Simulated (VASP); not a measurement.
# BiTe in VASP: a series of runs

Runs on BiTe. Level: PBE. Tasks: single point.

All numbers are computed with VASP 6.6.1; they aren't measurements. Logs are shortened: lines on timing, memory, paths and dates and some standing lists are left out, and cuts for length are marked.

### Step 1. The cell of the first run

The typed cell holds 4 atoms: a = 4.187 Å, b = 4.190 Å, c = 8.630 Å, α = 89.89°, β = 89.04°, γ = 119.59°.

### Step 2. Single point, PBE (atoms moved at random and the cell strained at random)

Contents of INCAR:

```
SYSTEM = BiTe
ALGO = Normal
EDIFF = 1E-6
ENCUT = 520
GGA = PE
ISIF = 2
ISMEAR = 0
LASPH = .True.
LCHARG = .False.
LREAL = .False.
LWAVE = .False.
NBANDS = 29
NELM = 80
PREC = Accurate
SIGMA = 0.05
```

Contents of KPOINTS:

```
k-points
0
Gamma
  8 8 6
  0 0 0
```

Contents of POSCAR:

```
BiTe
1.0
    4.1864684034      0.0140741831      0.0347484798
   -2.0810456016      3.6366813261      0.0038181238
    0.0721677409      0.0508225050      8.6295498884
Bi Te
2 2
Direct
    0.3278164131      0.6610759899      0.2492878256
    0.6680709454      0.3317208793      0.7458287453
   -0.0021077230      0.0100800340     -0.0021062314
    0.0062203645     -0.0028769031      0.5069896605
```

Potentials or basis: VASP PAW PBE potentials, release 64 (Bi_d, Te).

Started as:

```sh
$ cat potpaw_PBE.64/Bi_d/POTCAR potpaw_PBE.64/Te/POTCAR > POTCAR
$ mpirun -np 1 vasp_std > vasp.out
```

OUTCAR:

```text
SYSTEM = BiTe
   EDIFF = 1E-6
   ENCUT = 520
   GGA = PE
   ISIF = 2
   ISMEAR = 0
   LASPH = .True.
   LREAL = .False.
   NELM = 80
   PREC = Accurate

 ion  position               nearest neighbor table
   1  0.328  0.661  0.249-   3 3.23   3 3.23   4 3.24   4 3.27   3 3.29   4 3.36
   2  0.668  0.332  0.746-   4 3.16   4 3.18   4 3.20   3 3.22   3 3.24   3 3.31
   3  0.998  0.010  0.998-   2 3.22   1 3.23   1 3.23   2 3.24   1 3.29   2 3.31
   4  0.006  0.997  0.507-   2 3.16   2 3.18   2 3.20   1 3.24   1 3.27   1 3.36

  LATTYP: Found a triclinic cell.
 ALAT       =     4.2145353653
 B/A-ratio  =     0.9933802671
 C/A-ratio  =     2.0476756152
 COS(alpha) =     0.0166813094
 COS(beta)  =     0.0184291981
 COS(gamma) =     0.5025301760

  Lattice vectors:

 A1 = (  -2.1054228018,  -3.6507555092,  -0.0385666036)
 A2 = (  -4.1864684034,  -0.0140741831,  -0.0347484798)
 A3 = (  -0.0721677409,  -0.0508225050,  -8.6295498884)

Analysis of symmetry for initial positions (statically):
=====================================================================
 Subroutine PRICEL returns:
 Original cell was already a primitive cell.

 Routine SETGRP: Setting up the symmetry group for a
 triclinic supercell.

 Subroutine GETGRP returns: Found  1 space group operations
 (whereof  1 operations were pure point group operations)
 out of a pool of  2 trial point group operations.

The static configuration has the point symmetry C_1 .

Analysis of symmetry for dynamics (positions and initial velocities):
=====================================================================
 Subroutine PRICEL returns:
 Original cell was already a primitive cell.

 Routine SETGRP: Setting up the symmetry group for a
 triclinic supercell.

 Subroutine GETGRP returns: Found  1 space group operations
 (whereof  1 operations were pure point group operations)
 out of a pool of  2 trial point group operations.

The dynamic configuration has the point symmetry C_1 .

 Subroutine INISYM returns: Found  1 space group operations
 (whereof  1 operations are pure point group operations),
 and found     1 'primitive' translations

----------------------------------------------------------------------------------------

                                     Primitive cell

  volume of cell :     131.6228

  direct lattice vectors                    reciprocal lattice vectors
     4.186468403  0.014074183  0.034748480     0.238429343  0.136441159 -0.002797503
    -2.081045602  3.636681326  0.003818124    -0.000909325  0.274457316 -0.001608773
     0.072167741  0.050822505  8.629549888    -0.000959678 -0.000670839  0.115892876

  length of vectors
     4.186636267  4.190013895  8.630001297     0.274722710  0.274463537  0.115898790

  position of ions in fractional coordinates (direct lattice)
     0.327816413  0.661075990  0.249287826
     0.668070945  0.331720879  0.745828745
     0.997892277  0.010080034  0.997893769
     0.006220365  0.997123097  0.506989660

  ion indices of the primitive-cell ions
   primitive index   ion index
                 1           1
                 2           2
                 3           3
                 4           4

----------------------------------------------------------------------------------------

 KPOINTS: k-points

Automatic generation of k-mesh.
 Grid dimensions read from file:
 generate k-points for:    8    8    6

 Generating k-lattice:

  Cartesian coordinates                     Fractional coordinates (reciprocal lattice)
     0.029803668  0.017055145 -0.000349688     0.125000000 -0.000000000  0.000000000
    -0.000113666  0.034307164 -0.000201097    -0.000000000  0.125000000 -0.000000000
    -0.000159946 -0.000111806  0.019315479     0.000000000  0.000000000  0.166666667

  Length of vectors
     0.034340339  0.034307942  0.019316465

  Shift w.r.t. Gamma in fractional coordinates (k-lattice)
     0.000000000  0.000000000  0.000000000

 Subroutine IBZKPT returns following result:
 ===========================================

 Found    196 irreducible k-points:

 Following reciprocal coordinates:
            Coordinates               Weight
  0.000000  0.000000  0.000000      1.000000
  0.125000 -0.000000 -0.000000      2.000000
  0.250000 -0.000000 -0.000000      2.000000
  0.375000 -0.000000 -0.000000      2.000000
  0.500000 -0.000000 -0.000000      1.000000
 -0.000000  0.125000 -0.000000      2.000000
[... 16 lines left out ...]
  0.125000  0.375000 -0.000000      2.000000
  0.250000  0.375000 -0.000000      2.000000
 [... further k-points ...]
   k-points           NKPTS =    196   k-points in BZ     NKDIM =    196   number of bands    NBANDS=     29
   number of dos      NEDOS =    301   number of ions     NIONS =      4
   total plane-waves  NPLWV =  65536
   dimension x,y,z NGX =    32 NGY =   32 NGZ =   64
   dimension x,y,z NGXF=    64 NGYF=   64 NGZF=  128
   ions per type =               2   2
   NGX,Y,Z   is equivalent  to a cutoff of  12.71, 12.70, 12.33 a.u.
   NGXF,Y,Z  is equivalent  to a cutoff of  25.41, 25.39, 24.66 a.u.
 SYSTEM =  BiTe
   PREC   = accura    normal or accurate (medium, high low for compatibility)
   ISTART =      0    job   : 0-new  1-cont  2-samecut
   ICHARG =      2    charge: 1-file 2-atom 10-const
   ISPIN  =      1    spin polarized calculation?
   LNONCOLLINEAR =      F non collinear calculations
   LSORBIT =      F    spin-orbit coupling
   LASPH  =      T    aspherical Exc in radial PAW
   ENCUT  =  520.0 eV  38.22 Ry    6.18 a.u.   7.78  7.79 16.05*2*pi/ulx,y,z
   NELM   =     80;   NELMIN=  2; NELMDL= -5     # of ELM steps
   EDIFF  = 0.1E-05   stopping-criterion for ELM
   LREAL  =      F    real-space projection
[... 7 lines left out ...]
   TEBEG  =    0.0;   TEEND  =   0.0 temperature during run
   PSTRESS=    0.0 pullay stress
   NELECT =      42.0000    total number of electrons
   NUPDOWN=      -1.0000    fix difference up-down
   EMIN   =  10.00;   EMAX   =-10.00  energy-range for DOS
   EFERMI =   0.00;   METHOD = LEGACY
   ISMEAR =     0;   SIGMA  =   0.05  broadening in eV -4-tet -1-fermi 0-gaus
   EFERMI_NEDOS =   21; number of points for ismear=-14 and -15
   IALGO  =     38    algorithm
   IMIX   =      4    mixing-type and parameters
     AMIX     =   0.40;   BMIX     =  1.00
     AMIX_MAG =   1.60;   BMIX_MAG =  1.00
  volume/ion in A,a.u.               =      32.91       222.06
  Fermi-wavevector in a.u.,A,eV,Ry     =   1.118702  2.114039 17.027600  1.251493
  Thomas-Fermi vector in A             =   2.255335
   LORBIT       =      0    0 simple, 1 ext, 2 COOP (PROOUT), +10 PAW based schemes
   GGA     = PE    functional components
   LHFCALC =     F    Hartree Fock is set to
   AEXX    =    0.0000 exact exchange contribution
   IVDW    =     0    specifies the selected vdW correction
   LEPSILON=     F    determine dielectric tensor
   LRPA    =     F    only Hartree local field effects (RPA)
 non-spin polarized calculation
 Gauss-broadening in eV      SIGMA  =   0.05
  energy-cutoff  :      520.00
  volume of cell :      131.62
 maximum number of plane-waves:      3561
   NGX = 15   NGY = 15   NGZ = 33

 number of electron      41.9999999 magnetization

 Free energy of the ion-electron system (eV)
  ---------------------------------------------------
  ext. energy  EPLUGINS =         0.00000000
  ---------------------------------------------------
  free energy    TOTEN  =       -14.22761334 eV

  energy without entropy =      -14.22510087  energy(sigma->0) =      -14.22635710

 E-fermi :   6.9409     XC(G=0):  -9.6010

 val. band max:        6.9321737204   @ k =  -0.3750   0.3750   0.0000
 cond. band min:       6.9557060294   @ k =   0.3750  -0.0000  -0.0000
 fundamental gap:      0.0235323091
 Fermi energy:         6.9408757808

 k-point     1 :       0.0000    0.0000    0.0000
  band No.  band energies     occupation
      1     -16.3828      2.00000
      2     -16.3754      2.00000
      3     -16.3737      2.00000
      4     -16.3724      2.00000
      5     -16.3708      2.00000
      6     -16.3485      2.00000
[... 21 lines left out ...]
     28      12.6856      0.00000
     29      12.8393      0.00000

 k-point     2 :       0.1250   -0.0000   -0.0000
  band No.  band energies     occupation
      1     -16.3813      2.00000
      2     -16.3750      2.00000
      3     -16.3741      2.00000
      4     -16.3730      2.00000
      5     -16.3695      2.00000
      6     -16.3471      2.00000
[... 21 lines left out ...]
     28      12.0067      0.00000
     29      13.2818      0.00000

 k-point     3 :       0.2500   -0.0000   -0.0000
  band No.  band energies     occupation
      1     -16.3805      2.00000
      2     -16.3792      2.00000
      3     -16.3743      2.00000
      4     -16.3713      2.00000
      5     -16.3627      2.00000
      6     -16.3451      2.00000
[... 21 lines left out ...]
     28      12.4734      0.00000
     29      12.8229      0.00000

 k-point     4 :       0.3750   -0.0000   -0.0000
  band No.  band energies     occupation
      1     -16.3840      2.00000
      2     -16.3820      2.00000
      3     -16.3751      2.00000
      4     -16.3668      2.00000
      5     -16.3551      2.00000
      6     -16.3460      2.00000
[... 21 lines left out ...]
     28      11.6320      0.00000
     29      14.4659      0.00000

 k-point     5 :       0.5000   -0.0000   -0.0000
  band No.  band energies     occupation
      1     -16.3860      2.00000
      2     -16.3827      2.00000
      3     -16.3754      2.00000
      4     -16.3648      2.00000
      5     -16.3519      2.00000
      6     -16.3473      2.00000
[... 21 lines left out ...]
     28      11.2279      0.00000
     29      15.0994      0.00000
[... 510 lines left out ...]
     28      12.2918      0.00000
     29      12.9309      0.00000

 k-point    22 :       0.0000    0.3750   -0.0000
  band No.  band energies     occupation
      1     -16.3855      2.00000
      2     -16.3806      2.00000
      3     -16.3749      2.00000
      4     -16.3667      2.00000
      5     -16.3553      2.00000
      6     -16.3468      2.00000
[... 21 lines left out ...]
     28      11.6532      0.00000
     29      14.4414      0.00000

 k-point    23 :       0.1250    0.3750   -0.0000
  band No.  band energies     occupation
      1     -16.3856      2.00000
      2     -16.3787      2.00000
      3     -16.3764      2.00000
      4     -16.3657      2.00000
      5     -16.3546      2.00000
      6     -16.3476      2.00000
[... 21 lines left out ...]
     28      11.7679      0.00000
     29      14.6491      0.00000

 k-point    24 :       0.2500    0.3750   -0.0000
  band No.  band energies     occupation
      1     -16.3847      2.00000
      2     -16.3788      2.00000
      3     -16.3720      2.00000
      4     -16.3655      2.00000
      5     -16.3585      2.00000
      6     -16.3465      2.00000
[... 21 lines left out ...]
     28      12.9393      0.00000
     29      14.0198      0.00000

 [... further k-points ...]

------------------------ aborting loop because EDIFF is reached ----------------------------------------

  FORCE on cell =-STRESS in cart. coord.  units (eV):
  Direction    XX          YY          ZZ          XY          YZ          ZX
  --------------------------------------------------------------------------------------
  -------------------------------------------------------------------------------------
  Total        0.3533382      0.3569993      0.9557195     -0.1060423     -0.2403752     -0.3222197
  in kB        4.3010068      4.3455720     11.6334906     -1.2907994     -2.9259658     -3.9222177
  external PRESSURE =       6.7600231 kB  Pullay stress =       0.0000000 kB

 VOLUME and BASIS-vectors are now :
 -----------------------------------------------------------------------------
  energy-cutoff  :      520.00
  volume of cell :      131.62
      direct lattice vectors                 reciprocal lattice vectors
     4.186468403  0.014074183  0.034748480     0.238429343  0.136441159 -0.002797503
    -2.081045602  3.636681326  0.003818124    -0.000909325  0.274457316 -0.001608773
     0.072167741  0.050822505  8.629549888    -0.000959678 -0.000670839  0.115892876

 POSITION                                       TOTAL-FORCE (eV/Angst)
 -----------------------------------------------------------------------------------
      0.01465      2.42141      2.16516         0.032799      0.011366     -0.062622
      2.16036      1.25367      6.46065        -0.048646      0.003856      0.217295
      4.22868      0.10142      8.64609         0.053186     -0.058987      0.142200
     -2.01243      3.65207      4.37912        -0.037339      0.043765     -0.296873
 -----------------------------------------------------------------------------------
    total drift:                                0.000247     -0.000230      0.000069

  FREE ENERGIE OF THE ION-ELECTRON SYSTEM (eV)
  ---------------------------------------------------
  free  energy   TOTEN  =       -14.2276133362 eV

  energy  without entropy=      -14.2251008697  energy(sigma->0) =      -14.22635710
```

Wall time 8.7 min (1 thread of Intel Xeon Platinum 8375C at 2.90GHz (Ice Lake), shared host); peak memory 0.7 GiB.

Results:

* Free energy: -14.2276 eV
* Pressure: 0.7 GPa
* Largest force: 0.302 eV/Å
* Band gap on the k mesh: zero (bands 21 and 22 overlap by 2.42 eV)

Forces on the atoms (eV/Å):
```
Bi   0.033  0.011 -0.063
Bi  -0.049  0.004  0.217
Te   0.053 -0.059  0.142
Te  -0.037  0.044 -0.297
```

Stress tensor (GPa, compression positive):
```
 0.43 -0.13 -0.39
-0.13  0.43 -0.29
-0.39 -0.29  1.16
```

Levels at points of the mesh, in eV from the Fermi level:
```csv
k point,band 17,band 18,band 19,band 20,band 21,band 22,band 23,band 24,band 25,band 26
"(0.00, 0.00, 0.00)",-1.69,-1.04,-0.85,-0.80,0.42,0.45,0.46,2.02,2.12,3.20
"(0.50, 0.00, 0.00)",-3.17,-1.96,-1.87,-1.66,-1.56,-0.78,-0.32,2.27,2.99,3.20
"(0.00, 0.50, 0.00)",-3.14,-1.96,-1.87,-1.62,-1.53,-0.79,-0.30,2.29,3.04,3.13
"(0.50, 0.50, 0.00)",-3.22,-1.98,-1.78,-1.72,-1.61,-0.82,-0.38,2.25,2.96,3.12
"(0.00, 0.00, 0.50)",-1.52,-1.46,-1.31,-1.24,1.19,1.26,1.32,1.43,1.98,2.03
"(0.50, 0.00, 0.50)",-3.79,-3.74,-2.75,-2.51,0.62,0.69,1.39,1.55,1.81,1.87
"(0.00, 0.50, 0.50)",-3.87,-3.71,-2.72,-2.49,0.62,0.74,1.37,1.57,1.82,1.95
"(0.50, 0.50, 0.50)",-3.81,-3.72,-2.78,-2.58,0.61,0.66,1.35,1.45,1.77,1.89
```

Caveat: the cell differs from its parent crystal (atoms moved at random and the cell strained at random); spin-orbit coupling is left out, which moves the levels of the heavy elements.

(Part 1 of 2 ends here.)
